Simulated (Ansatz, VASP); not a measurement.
**One calculation of Cd, two programs**

```
Cd
1.0
     0.00000    3.34275    3.34275
     3.34275    0.00000    3.34275
     3.34275    3.34275    0.00000
Cd
2
Direct
  0.12500 0.12500 0.12500
  0.87500 0.87500 0.87500
```

Alike in both runs: task single point; functional RPBE; k mesh 9 × 9 × 9; occupations fermi-dirac, width 0.1 eV; no spin polarisation.

|  | VASP | Ansatz |
| --- | --- | --- |
| version | VASP 6.6.1 | Ansatz 0.2.0 |
| potentials or method | VASP PAW PBE potentials, release 64 (Cd), cutoff 520 eV | plane waves (420 eV) with PAW, scalar-relativistic |
| valence electrons in the cell | 24 | 40 |

|  | VASP | Ansatz | Ansatz less VASP |
| --- | --- | --- | --- |
| pressure (GPa) | 1.5 | 1.4 | -0.13 |

VASP's potentials were made for PBE, not for RPBE. VASP's potentials hold 24 valence electrons a cell and Ansatz's 40, so a difference there can come from the potentials and not from the codes.
